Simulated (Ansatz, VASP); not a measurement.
## C: VASP beside Ansatz

File INCAR:

```
SYSTEM = C
PREC     = Accurate       ! precision mode
ENCUT    = 600            ! plane-wave cutoff, eV
EDIFF    = 1E-6           ! SCF threshold, eV
ISMEAR   = 0              ! smearing method
SIGMA    = 0.01           ! smearing width, eV
LREAL    = .False.        ! projectors in reciprocal space
LASPH    = .True.         ! aspherical terms in the spheres
NELM     = 120            ! most SCF steps
ALGO     = Normal         ! electronic algorithm
ISIF     = 2              ! what is computed and relaxed
LWAVE    = .False.        ! write WAVECAR
LCHARG   = .False.        ! write CHGCAR
GGA      = PE             ! functional
NBANDS   = 11             ! bands
GGA_COMPAT= .False.
```

File KPOINTS:

```
Automatic mesh
0
Gamma
  10 10 10
  0 0 0
```

File POSCAR:

```
C
1.0
    0.0000000000      1.7858029968      1.7858029968
    1.7858029968      0.0000000000      1.7858029968
    1.7858029968      1.7858029968      0.0000000000
C
2
Direct
    0.0000000000      0.0000000000      0.0000000000
    0.2500000000      0.2500000000      0.2500000000
```

Input for Ansatz:

```yaml
crystal:
  lattice:
    - [0.0, 1.7858029968, 1.7858029968]
    - [1.7858029968, 0.0, 1.7858029968]
    - [1.7858029968, 1.7858029968, 0.0]
  atoms:
    - { symbol: C, position: [0.0, 0.0, 0.0] }
    - { symbol: C, position: [0.25, 0.25, 0.25] }
basis:
  ecutwfc: 420
kpoints:
  mp_grid: { grid: [10, 10, 10] }
  band_path:
    path:
      - [0.0, 0.0, 0.0]
      - [0.0, 0.0, 0.0]
      - [0.0, 0.0, 0.0]
      - [0.0, 0.0, 0.0]
      - [0.0, 0.0, 0.0]
      - [0.0, 0.0, 0.0]
      - [0.0, 0.0, 0.0]
      - [0.0, 0.0, 0.0]
      - [0.0, 0.0, 0.0]
      - [0.0, 0.0, 0.0]
      - [0.0, 0.0, 0.0]
      - [0.0, 0.0, 0.0]
      - [0.0, 0.0, 0.0]
      - [0.0, 0.0, 0.0]
      - [0.0, 0.0, 0.0]
      - [0.0, 0.0, 0.0]
      - [0.0, 0.0, 0.0]
      - [0.0, 0.0, 0.0]
      - [0.0, 0.0, 0.0]
      - [0.0, 0.0, 0.0]
      - [0.0, 0.0, 0.0]
      - [0.0, 0.0, 0.0]
      - [0.0, 0.0, 0.0]
      - [0.0, 0.0, 0.0]
      - [0.0, 0.0, 0.0]
      - [0.0, 0.0, 0.0]
      - [0.3, 0.3, 0.0]
      - [0.3166666667, 0.3166666667, 0.0]
      - [0.3333333333, 0.3333333333, 0.0]
      - [0.35, 0.35, 0.0]
      - [0.3666666667, 0.3666666667, 0.0]
      - [0.3833333333, 0.3833333333, 0.0]
      - [0.4, 0.4, 0.0]
      - [0.4166666667, 0.4166666667, 0.0]
      - [0.4333333333, 0.4333333333, 0.0]
      - [0.45, 0.45, 0.0]
      - [0.4666666667, 0.4666666667, 0.0]
      - [0.4833333333, 0.4833333333, 0.0]
      - [0.5, 0.5, 0.0]
      - [0.5, 0.5, 0.5]
      - [0.5, 0.5, 0.5]
      - [0.5, 0.5, 0.5]
      - [0.5, 0.5, 0.5]
      - [0.5, 0.5, 0.5]
      - [0.5, 0.5, 0.5]
      - [0.5, 0.5, 0.5]
      - [0.5, 0.5, 0.5]
      - [0.5, 0.5, 0.5]
      - [0.5, 0.5, 0.5]
      - [0.5, 0.5, 0.5]
      - [0.5, 0.5, 0.5]
      - [0.5, 0.5, 0.5]
    npoints: 1
hamiltonian:
  xc: pbe
  pseudopotentials: { kind: paw, azcp: { folder: soft_1 } }
scf:
  occupations: { method: fixed }
  n_extra_bands: 5
output:
  eigenvalues: true
```

Alike in both runs: task single point; functional PBE; k mesh 10 × 10 × 10; no spin polarisation.

```csv
,VASP,Ansatz
version,VASP 6.6.1,Ansatz 0.2.0
potentials or method,"VASP PAW PBE potentials, release 64 (C), cutoff 600 eV","scalar-relativistic, plane waves, PAW"
occupations,"gaussian, width 0.01 eV",fixed
valence electrons in the cell,8,8
```

```tsv
	VASP	Ansatz	Ansatz less VASP
gap on the k mesh at the Fermi level (eV)	4.16	4.17	+0.009
least direct gap on the mesh (eV)	5.58	5.58	+0.002
```
